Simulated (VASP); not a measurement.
# WC (P1) in VASP: further runs

WC is run at these levels: PBEsol; tasks: single point.

Everything below comes from runs of VASP 6.6.1. Logs are shortened: lines on timing, memory, paths and dates and some standing lists are left out, and cuts for length are marked.

## 1. The cell of the first run

The typed cell holds 16 atoms: a = 5.906 Å, b = 5.115 Å, c = 5.773 Å, α = 90.00°, β = 90.00°, γ = 90.00°.

## 2. Single point, PBEsol

File INCAR:

```
PREC = Accurate ; ENCUT = 520
EDIFF = 1E-6 ; ISMEAR = -1
SIGMA = 0.24 ; LREAL = Auto
LASPH = True ; NELM = 80
ALGO = Normal ; ISIF = 2
LWAVE = False ; LCHARG = False
GGA = PS ; NBANDS = 86
```

File KPOINTS:

```
regular mesh
0
Gamma
  3 3 3
```

File POSCAR:

```
WC
1.0
   -2.9530380000     -5.1148120000      0.0000000000
    4.4295570000     -2.5574060000      0.0000000000
    0.0000000000      0.0000000000      5.7734360000
W C
8 8
Direct
    0.7502447913      0.5079517834     -0.0110159704
    0.7660506082      0.5188050534      0.5030453269
    0.5038292678     -0.0100852132     -0.0058543994
    0.5069865324     -0.0064678035      0.5127622442
    0.2628318747      0.4854780091      0.0235042010
    0.2548770712      0.5125708229      0.4897083816
   -0.0026566624      0.0076203500      0.0162641450
   -0.0174934980      0.0052693837      0.4918907909
    0.4740844204      0.6359754054      0.2669987162
    0.5076061362      0.6552303558      0.7236765074
    0.2507758360      0.1786297305      0.2739962823
    0.2562054228      0.1855229201      0.7337398388
    0.0342023403      0.6683965938      0.2660633979
    0.0028841200      0.6849707354      0.7472499912
    0.7401800243      0.1601694568      0.2468374119
    0.7378510553      0.1699497726      0.7440456602
```

Potentials or basis: VASP PAW PBE potentials, release 64 (W_sv, C).

Command:

```
cat potpaw_PBE.64/W_sv/POTCAR potpaw_PBE.64/C/POTCAR > POTCAR
mpirun -np 1 vasp_std > vasp.out
```

OUTCAR:

```text
PREC = Accurate
   ENCUT = 520
   EDIFF = 1E-6
   ISMEAR = -1
   LREAL = Auto
   LASPH = True
   NELM = 80
   ISIF = 2
   GGA = PS

 ion  position               nearest neighbor table
   1  0.750  0.508  0.989-  10 2.23  16 2.23  14 2.23  15 2.32   9 2.38  13 2.46   2 2.81   3 2.86
                             5 2.89   7 2.95   7 2.95   2 2.97   3 3.02   5 3.04
   2  0.766  0.519  0.503-  10 2.11  14 2.16  13 2.23  16 2.27   9 2.28  15 2.36   8 2.80   1 2.81
                             4 2.87   6 2.89   8 2.92   1 2.97   6 3.02   4 3.09
   3  0.504  0.990  0.994-  15 2.20  16 2.20  10 2.32  12 2.32  11 2.40   9 2.41   4 2.78   1 2.86
                             5 2.91   7 2.92   5 2.95   4 2.99   7 3.00   1 3.02
   4  0.507  0.994  0.513-  16 2.11  10 2.12  12 2.19  15 2.23  11 2.26   9 2.32   3 2.78   8 2.81
                             2 2.87   6 2.88   3 2.99   6 3.05   2 3.09   8 3.10
   5  0.263  0.485  0.024-   9 2.03  11 2.14  13 2.16  12 2.27  10 2.42  14 2.44   6 2.70   1 2.89
                             7 2.90   3 2.91   3 2.95   1 3.04   6 3.09   7 3.10
   6  0.255  0.513  0.490-   9 1.93  13 2.00  11 2.11  10 2.14  12 2.19  14 2.28   5 2.70   4 2.88
                             2 2.89   8 2.99   2 3.02   4 3.05   8 3.05   5 3.09
   7  0.997  0.008  0.016-  15 2.17  14 2.27  13 2.27  11 2.28  16 2.35  12 2.41   8 2.75   5 2.90
                             3 2.92   1 2.95   1 2.95   3 3.00   8 3.03   5 3.10
   8  0.983  0.005  0.492-  15 2.16  13 2.18  14 2.21  11 2.21  16 2.22  12 2.33   7 2.75   2 2.80
                             4 2.81   2 2.92   6 2.99   7 3.03   6 3.05   4 3.10
   9  0.474  0.636  0.267-   6 1.93   5 2.03   2 2.28   4 2.32   1 2.38   3 2.41
  10  0.508  0.655  0.724-   2 2.11   4 2.12   6 2.14   1 2.23   3 2.32   5 2.42
  11  0.251  0.179  0.274-   6 2.11   5 2.14   8 2.21   4 2.26   7 2.28   3 2.40
  12  0.256  0.186  0.734-   6 2.19   4 2.19   5 2.27   3 2.32   8 2.33   7 2.41
  13  0.034  0.668  0.266-   6 2.00   5 2.16   8 2.18   2 2.23   7 2.27   1 2.46
  14  0.003  0.685  0.747-   2 2.16   8 2.21   1 2.23   7 2.27   6 2.28   5 2.44
  15  0.740  0.160  0.247-   8 2.16   7 2.17   3 2.20   4 2.23   1 2.32   2 2.36
  16  0.738  0.170  0.744-   4 2.11   3 2.20   8 2.22   1 2.23   2 2.27   7 2.35

  LATTYP: Found a simple orthorhombic cell.
 ALAT       =     5.1148118895
 B/A-ratio  =     1.1287680026
 C/A-ratio  =     1.1547005550

  Lattice vectors:

 A1 = (   4.4295570000,  -2.5574060000,   0.0000000000)
 A2 = (   0.0000000000,   0.0000000000,   5.7734360000)
 A3 = (  -2.9530380000,  -5.1148120000,   0.0000000000)

Analysis of symmetry for initial positions (statically):
=====================================================================
 Subroutine PRICEL returns:
 Original cell was already a primitive cell.

 Routine SETGRP: Setting up the symmetry group for a
 simple orthorhombic supercell.

 Subroutine GETGRP returns: Found  1 space group operations
 (whereof  1 operations were pure point group operations)
 out of a pool of  8 trial point group operations.

The static configuration has the point symmetry C_1 .

Analysis of symmetry for dynamics (positions and initial velocities):
=====================================================================
 Subroutine PRICEL returns:
 Original cell was already a primitive cell.

 Routine SETGRP: Setting up the symmetry group for a
 simple orthorhombic supercell.

 Subroutine GETGRP returns: Found  1 space group operations
 (whereof  1 operations were pure point group operations)
 out of a pool of  8 trial point group operations.

The dynamic configuration has the point symmetry C_1 .

 Subroutine INISYM returns: Found  1 space group operations
 (whereof  1 operations are pure point group operations),
 and found     1 'primitive' translations

----------------------------------------------------------------------------------------

                                     Primitive cell

  volume of cell :     174.4067

  direct lattice vectors                    reciprocal lattice vectors
    -2.953038000 -5.114812000  0.000000000    -0.084658579 -0.146632955  0.000000000
     4.429557000 -2.557406000  0.000000000     0.169317157 -0.097755304  0.000000000
     0.000000000  0.000000000  5.773436000     0.000000000  0.000000000  0.173207082

  length of vectors
     5.906076128  5.114811890  5.773436000     0.169317154  0.195510611  0.173207082

[... 48 lines left out ...]
    -0.028219526 -0.048877652  0.000000000     0.333333333  0.000000000  0.000000000
     0.056439052 -0.032585101  0.000000000     0.000000000  0.333333333  0.000000000
     0.000000000  0.000000000  0.057735694     0.000000000  0.000000000  0.333333333

  Length of vectors
     0.056439051  0.065170204  0.057735694

  Shift w.r.t. Gamma in fractional coordinates (k-lattice)
     0.000000000  0.000000000  0.000000000

 Subroutine IBZKPT returns following result:
 ===========================================

 Found     14 irreducible k-points:

 Following reciprocal coordinates:
            Coordinates               Weight
  0.000000  0.000000  0.000000      1.000000
  0.333333  0.000000  0.000000      2.000000
  0.000000  0.333333  0.000000      2.000000
  0.333333  0.333333  0.000000      2.000000
 -0.333333  0.333333  0.000000      2.000000
  0.000000  0.000000  0.333333      2.000000
  0.333333  0.000000  0.333333      2.000000
 -0.333333 -0.000000  0.333333      2.000000
  0.000000  0.333333  0.333333      2.000000
  0.000000  0.333333 -0.333333      2.000000
  0.333333  0.333333  0.333333      2.000000
 -0.333333  0.333333 -0.333333      2.000000
 -0.333333 -0.333333  0.333333      2.000000
  0.333333 -0.333333 -0.333333      2.000000
   k-points           NKPTS =     14   k-points in BZ     NKDIM =     14   number of bands    NBANDS=     86
   number of dos      NEDOS =    301   number of ions     NIONS =     16
   total plane-waves  NPLWV =  92160
   dimension x,y,z NGX =    48 NGY =   40 NGZ =   48
   dimension x,y,z NGXF=    96 NGYF=   80 NGZF=   96
   ions per type =               8   8
   NGX,Y,Z   is equivalent  to a cutoff of  13.51, 13.00, 13.82 a.u.
   NGXF,Y,Z  is equivalent  to a cutoff of  27.02, 26.00, 27.64 a.u.
 SYSTEM =  unknown system
   PREC   = accura    normal or accurate (medium, high low for compatibility)
   ISTART =      0    job   : 0-new  1-cont  2-samecut
   ICHARG =      2    charge: 1-file 2-atom 10-const
   ISPIN  =      1    spin polarized calculation?
   LNONCOLLINEAR =      F non collinear calculations
   LSORBIT =      F    spin-orbit coupling
   LASPH  =      T    aspherical Exc in radial PAW
   ENCUT  =  520.0 eV  38.22 Ry    6.18 a.u.  10.98  9.51 10.73*2*pi/ulx,y,z
   NELM   =     80;   NELMIN=  2; NELMDL= -5     # of ELM steps
   EDIFF  = 0.1E-05   stopping-criterion for ELM
   LREAL  =      T    real-space projection
   EDIFFG = 0.1E-04   stopping-criterion for IOM
   NSW    =      0    number of steps for IOM
   IBRION =     -1    ionic relax: 0-MD 1-quasi-New 2-CG
   NFREE  =      0    steps in history (QN), initial steepest desc. (CG)
   ISIF   =      2    stress and relaxation
   ISYM   =      2    0-nonsym 1-usesym 2-fastsym
   POTIM  = 0.5000    time-step for ionic-motion
   TEBEG  =    0.0;   TEEND  =   0.0 temperature during run
   PSTRESS=    0.0 pullay stress
   NELECT =     144.0000    total number of electrons
   NUPDOWN=      -1.0000    fix difference up-down
   EMIN   =  10.00;   EMAX   =-10.00  energy-range for DOS
   EFERMI =   0.00;   METHOD = LEGACY
   ISMEAR =    -1;   SIGMA  =   0.24  broadening in eV -4-tet -1-fermi 0-gaus
   EFERMI_NEDOS =   21; number of points for ismear=-14 and -15
   IALGO  =     38    algorithm
   IMIX   =      4    mixing-type and parameters
     AMIX     =   0.40;   BMIX     =  1.00
     AMIX_MAG =   1.60;   BMIX_MAG =  1.00
  volume/ion in A,a.u.               =      10.90        73.56
  Fermi-wavevector in a.u.,A,eV,Ry     =   1.535823  2.902286 32.092794  2.358754
  Thomas-Fermi vector in A             =   2.642558
   LORBIT       =      0    0 simple, 1 ext, 2 COOP (PROOUT), +10 PAW based schemes
   GGA     = PS    functional components
   LHFCALC =     F    Hartree Fock is set to
   AEXX    =    0.0000 exact exchange contribution
   IVDW    =     0    specifies the selected vdW correction
   LEPSILON=     F    determine dielectric tensor
   LRPA    =     F    only Hartree local field effects (RPA)
 non-spin polarized calculation
  energy-cutoff  :      520.00
  volume of cell :      174.41
 maximum number of plane-waves:      4722
 NGX is ok and might be reduce to    48
   NGX = 21   NGY = 19   NGZ = 21

 number of electron     144.0000000 magnetization

 Free energy of the ion-electron system (eV)
  ---------------------------------------------------
  ext. energy  EPLUGINS =         0.00000000
  ---------------------------------------------------
  free energy    TOTEN  =      -187.51917197 eV

  energy without entropy =     -186.85018176  energy(sigma->0) =     -187.18467687

 E-fermi :  10.4830     XC(G=0): -13.6361

 val. band max:       10.4824676814   @ k =   0.3333   0.0000   0.3333
 cond. band min:      10.5769252688   @ k =   0.0000   0.0000   0.3333
 fundamental gap:      0.0944575874
 Fermi energy:        10.4830301498

 k-point     1 :       0.0000    0.0000    0.0000
  band No.  band energies     occupation
      1     -63.8895      2.00000
      2     -63.8173      2.00000
      3     -63.7861      2.00000
      4     -63.7763      2.00000
      5     -63.6418      2.00000
      6     -63.6033      2.00000
[... 1207 lines left out ...]
     83      13.9215      0.00000
     84      14.1747      0.00000
 [bands above 84 left out]

------------------------ aborting loop because EDIFF is reached ----------------------------------------

  FORCE on cell =-STRESS in cart. coord.  units (eV):
  Direction    XX          YY          ZZ          XY          YZ          ZX
  --------------------------------------------------------------------------------------
  -------------------------------------------------------------------------------------
  Total      -13.5343722     -9.8478952    -13.9760568      0.8178679      0.6638151     -0.3897050
  in kB     -124.3327774    -90.4671565   -128.3902893      7.5132993      6.0981014     -3.5800041
  external PRESSURE =    -114.3967411 kB  Pullay stress =       0.0000000 kB

 VOLUME and BASIS-vectors are now :
 -----------------------------------------------------------------------------
  energy-cutoff  :      520.00
  volume of cell :      174.41
      direct lattice vectors                 reciprocal lattice vectors
    -2.953038000 -5.114812000  0.000000000    -0.084658579 -0.146632955  0.000000000
     4.429557000 -2.557406000  0.000000000     0.169317157 -0.097755304  0.000000000
     0.000000000  0.000000000  5.773436000     0.000000000  0.000000000  0.173207082

 POSITION                                       TOTAL-FORCE (eV/Angst)
 -----------------------------------------------------------------------------------
      0.03450     -5.13640      5.70984        -1.150059      0.212668      1.646613
      0.03590     -5.24500      2.90430        -1.435825      2.658401     -1.170474
      2.89706     -5.10861      5.73964         1.381894      0.249392      1.144123
      2.90376     -5.13401      2.96040         2.022995      0.841010     -2.393287
      1.37430     -2.58590      0.13570         1.650938      0.937210     -4.881004
      1.51780     -2.61450      2.82730        -1.648970      2.144774      5.969147
[... 8 lines left out ...]
     -1.47630     -4.19550      1.42510         0.284033     -0.632897     -0.202415
     -1.42610     -4.20860      4.29570        -0.339078     -1.293976      0.966955
 -----------------------------------------------------------------------------------
    total drift:                                0.001590     -0.002694     -0.009371

  FREE ENERGIE OF THE ION-ELECTRON SYSTEM (eV)
  ---------------------------------------------------
  free  energy   TOTEN  =      -187.5191719705 eV

  energy  without entropy=     -186.8501817606  energy(sigma->0) =     -187.18467687
```

It took 8.7 min on 1 thread of Intel Xeon 6975P-C, shared host; peak memory 0.37 GiB.

What came out:

```
Free energy   : -187.5192 eV
Pressure      : -11.4 GPa
Largest force : 6.655 eV/Å
```

Forces on the atoms (eV/Å):
```
W   -1.150  0.213  1.647
W   -1.436  2.658 -1.170
W    1.382  0.249  1.144
W    2.023  0.841 -2.393
W    1.651  0.937 -4.881
W   -1.649  2.145  5.969
W   -0.806 -0.375 -2.542
W   -0.900 -2.803  2.358
C    0.058 -6.194 -2.432
C    0.839 -0.290  2.846
C   -1.580  0.818 -1.782
C   -0.910  1.050  1.771
C    2.784  2.519 -2.220
C   -0.252  0.158  0.921
C    0.284 -0.633 -0.202
C   -0.339 -1.294  0.967
```

Caveat: the k points lie up to 0.41 Å⁻¹ apart; the PAW data sets were made with another functional, which shifts forces and pressure a little; spin-orbit coupling is left out, which moves the levels of the heavy elements.

## 3. Single point, PBEsol

File INCAR:

```
SYSTEM = WC
ALGO = Normal
EDIFF = 1E-6
ENCUT = 520
GGA = PS
ISIF = 2
ISMEAR = -1
LASPH = .True.
LCHARG = .False.
LREAL = Auto
LWAVE = .False.
NBANDS = 86
NELM = 100
PREC = Accurate
SIGMA = 0.24
```

File KPOINTS:

```
k-points
0
Gamma
  3 3 3
  0 0 0
```

File POSCAR:

```
WC
1.0
   -2.9530380000     -5.1148120000      0.0000000000
    4.4295570000     -2.5574060000      0.0000000000
    0.0000000000      0.0000000000      5.7734360000
W C
8 8
Direct
    0.7612910967      0.5832234550      0.0203864735
    0.7729750534      0.5742842243      0.4996331474
    0.5352171036      0.0680240587      0.0065818691
    0.5229021165      0.0641485865      0.5092634611
    0.2588172914      0.5669409597      0.0254094789
    0.2523354314      0.5589850447      0.5046561528
    0.0003556749      0.0923908015     -0.0003637349
    0.0259960970      0.0608565286      0.5128315270
    0.5144045001      0.7564765587      0.2404633913
    0.5137528155      0.7408487094      0.7429198141
    0.2663326840      0.2573147916      0.2611616375
    0.2660488930      0.2595637647      0.7455352411
    0.0176314947      0.7312167952      0.2621315972
   -0.0006813799      0.7458280499      0.7602924844
    0.7817959194      0.2131303555      0.2483962756
    0.7429797496      0.2407119795      0.7475271225
```

Potentials or basis: VASP PAW PBE potentials, release 64 (W_sv, C).

Command:

```
cat potpaw_PBE.64/W_sv/POTCAR potpaw_PBE.64/C/POTCAR > POTCAR
mpirun -np 1 vasp_std > vasp.out
```

It took 6.1 min on 1 thread of Intel Xeon Platinum 8375C at 2.90GHz (Ice Lake), shared host; peak memory 0.36 GiB.

It converged, with:

```yaml
Free_energy: -188.6879 eV
Pressure: -13.5 GPa
Largest_force: 3.968 eV/Å
```

Forces in eV/Å, atoms in the order of the input:
```
W   -1.228  0.426 -2.623
W    0.366  1.881  1.568
W    2.889  2.453 -0.495
W    1.428  0.530 -0.894
W    0.949 -1.314 -3.493
W    1.232 -3.003  1.478
W   -3.614 -1.625  0.208
W    1.759  0.429 -0.880
C   -1.466  0.598  1.747
C   -0.330  0.107  0.986
C   -2.074  0.958 -0.447
C   -1.424  1.142  1.327
C    0.797 -0.117 -0.486
C   -0.854 -0.421  0.113
C    2.388  0.245  1.529
C   -0.818 -2.287  0.360
```

Stress tensor (GPa, compression positive):
```
-12.07  -0.66  -0.06
 -0.66 -12.22   1.74
 -0.06   1.74 -16.15
```

Levels at points of the mesh, in eV from the Fermi level:
```csv
k point,band 69,band 70,band 71,band 72,band 73,band 74,band 75,band 76
"(0.00, 0.00, 0.00)",-0.66,-0.48,-0.42,-0.12,0.06,0.83,1.06,1.89
```

Caveat: the k points lie up to 0.41 Å⁻¹ apart; the PAW data sets were made with another functional, which shifts forces and pressure a little; spin-orbit coupling is left out, which moves the levels of the heavy elements.
